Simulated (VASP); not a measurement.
Se: relaxation of cell and atoms with PBE

The system is Se.

```
Se
1.0
     2.51233    0.00000    0.00000
    -1.25617    2.17574    0.00000
     0.00000    0.00000    4.06998
Se
2
Direct
  0.33333 0.66667 0.25000
  0.66667 0.33333 0.75000
```

```yaml
Program: VASP 6.6.1
Task: relaxation of cell and atoms
Functional: PBE
Potentials_or_basis: VASP PAW PBE potentials, release 64 (Se)
Cutoff: 600 eV
k_mesh: 19 × 19 × 10
Occupations: fermi-dirac, width 0.03 eV
Spin: no spin polarisation
Dipole_correction: no
Further_INCAR_settings: ALGO = Normal; EDIFF = 1e-06; IBRION = 2; EDIFFG = -0.005; NSW = 100; ISIF = 3
```

```yaml
Relaxed_volume: 22.42 Å³/atom
Relaxed_cell: a = 3.685 Å, b = 3.685 Å, c = 3.812 Å, α = 90.00°, β = 90.00°, γ = 120.00°
Space_group_after_relaxing_to_0.05_Å: P6_3/mmc (No. 194)
Energy_gained_by_relaxing: 3120.9 meV/atom
Ionic_steps: 28
Pressure_after_relaxing: 0.0 GPa
Band_gap_on_the_k_mesh: zero (band 6 reaches 5.42 eV, above the bottom of band 7 at 3.33 eV)
```

The path:
```tsv
step	energy change (eV)	largest force (eV/Å)	pressure (GPa)	volume (Å³)
1	0.0000	0.0000	165.90	22.25
2	-3.2063	0.0000	-8.27	83.71
3	-5.5413	0.0000	-3.18	42.84
4	-5.5542	0.0000	-2.02	42.00
5	-5.5612	0.0000	-0.11	40.80
6	-5.5603	0.0000	-0.87	41.25
7	-5.6243	0.0000	-0.70	41.19
8	-5.8890	0.0000	1.30	40.71
9	-5.9210	0.0000	16.27	38.26
10	-6.1063	0.0000	7.34	39.65
11	-6.1025	0.0000	9.13	39.36
12	-6.1188	0.0000	8.76	39.66
13	-6.1486	0.0000	7.93	40.53
14	-6.1330	0.0000	6.75	42.15
15	-6.1534	0.0000	7.39	41.29
16	-6.1818	0.0000	5.94	41.88
17	-6.2331	0.0000	2.08	43.66
18	-6.2077	0.0000	-3.55	47.37
19	-6.2418	0.0000	-0.19	44.95
20	-6.2419	0.0000	-0.03	44.85
21	-6.2419	0.0000	0.09	44.78
22	-6.2419	0.0000	0.08	44.78
23	-6.2419	0.0000	0.10	44.77
24	-6.2419	0.0000	0.10	44.77
25	-6.2419	0.0000	0.07	44.78
26	-6.2419	0.0000	0.03	44.81
27	-6.2419	0.0000	-0.05	44.85
28	-6.2419	0.0000	-0.01	44.83
```

Final structure:
```
Se
1.0
     3.68509    0.00000    0.00000
    -1.84254    3.19138    0.00000
     0.00000    0.00000    3.81214
Se
2
Direct
  0.33333 0.66667 0.25000
  0.66667 0.33333 0.75000
```

Levels at points of the mesh, in eV from the Fermi level:
```tsv
k point	band 2	band 3	band 4	band 5	band 6	band 7	band 8	band 9	band 10
(0.00, 0.00, 0.00)	-10.21	-4.67	-2.38	-2.38	0.76	0.76	3.29	4.19	7.11
(0.00, 0.00, 0.50)	-13.86	-1.16	-1.16	-0.71	-0.71	-0.71	-0.71	8.07	8.07
```

Run time: 9.6 min on 1 thread of AMD EPYC 7R13 Processor (Zen 3), with other jobs on the host, peak memory 0.17 GiB.

Caveat: the volume moved by over 15 % at a fixed basis, so the end points are rough.
